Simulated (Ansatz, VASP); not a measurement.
## SrO: VASP beside Ansatz

The input POSCAR:

```
SrO
1.0
    0.0000000000      2.4182743870      2.9019292644
    2.4182743870      0.0000000000      2.9019292644
    2.4182743870      2.4182743870      0.0000000000
Sr O
1 1
Direct
    0.0000000000      0.0000000000      0.0000000000
    0.5000000000      0.5000000000      0.5000000000
```

The input INCAR.step1:

```
SYSTEM = SrO
PREC     = Accurate       ! precision mode
ENCUT    = 520            ! plane-wave cutoff, eV
ISMEAR   = 0              ! smearing method
SIGMA    = 0.05           ! smearing width, eV
LREAL    = .FALSE.        ! projectors in reciprocal space
LASPH    = .TRUE.         ! aspherical terms in the spheres
NELM     = 100            ! most SCF steps
NBANDS   = 15             ! bands
GGA      = PE             ! functional
ALGO     = Normal         ! electronic algorithm
EDIFF    = 1E-4           ! SCF threshold, eV
LWAVE    = .TRUE.         ! write WAVECAR
LCHARG   = .FALSE.        ! write CHGCAR
```

File INCAR.step2:

```
SYSTEM = SrO
PREC     = Accurate       ! precision mode
ENCUT    = 520            ! plane-wave cutoff, eV
EDIFF    = 1E-6           ! SCF threshold, eV
ISMEAR   = 0              ! smearing method
SIGMA    = 0.05           ! smearing width, eV
LREAL    = .FALSE.        ! projectors in reciprocal space
LASPH    = .TRUE.         ! aspherical terms in the spheres
NELM     = 100            ! most SCF steps
ALGO     = Normal         ! electronic algorithm
ISIF     = 2              ! what is computed and relaxed
LWAVE    = .FALSE.        ! write WAVECAR
LCHARG   = .FALSE.        ! write CHGCAR
METAGGA  = R2SCAN         ! meta-GGA
LMIXTAU  = .TRUE.       
NBANDS   = 15             ! bands
ISTART   = 1
```

Contents of KPOINTS:

```
regular mesh
0
G
  8 8 8
  0 0 0
```

Input for Ansatz:

```yaml
crystal:
  lattice:
    - [0.0, 2.418274387, 2.9019292644]
    - [2.418274387, 0.0, 2.9019292644]
    - [2.418274387, 2.418274387, 0.0]
  atoms:
    - { symbol: Sr, position: [0.0, 0.0, 0.0] }
    - { symbol: O, position: [0.5, 0.5, 0.5] }
basis:
  ecutwfc: 500
kpoints:
  mp_grid: { grid: [8, 8, 8] }
hamiltonian:
  xc: r2scan
scf:
  occupations: { method: gaussian, width: 0.05 }
output:
  forces: true
  stress: true
  eigenvalues: true
```

Alike in both runs: task single point; functional r2SCAN; k mesh 8 × 8 × 8; occupations gaussian, width 0.05 eV; no spin polarisation.

```csv
,VASP,Ansatz
version,VASP 6.6.1,Ansatz 0.2.0
potentials or method,"VASP PAW PBE potentials, release 64 (Sr_sv, O), cutoff 520 eV","scalar-relativistic, plane waves, PAW"
valence electrons in the cell,16,16
```

Ansatz gave:

| Property | Result |
| --- | --- |
| gap on the k mesh at the Fermi level (eV) | 3.50 |
| least direct gap on the mesh (eV) | 3.50 |
| pressure (GPa) | 7.7 |
| traceless stress, the component that is largest in VASP (GPa) | -15.02 |

**Question.** Estimate VASP's values.

**Answer.** gap on the k mesh at the Fermi level (eV): 3.46; least direct gap on the mesh (eV): 3.46; pressure (GPa): 8.5; traceless stress, the component that is largest in VASP (GPa): -15.76.

VASP's potentials were made for PBE, not for r2SCAN.
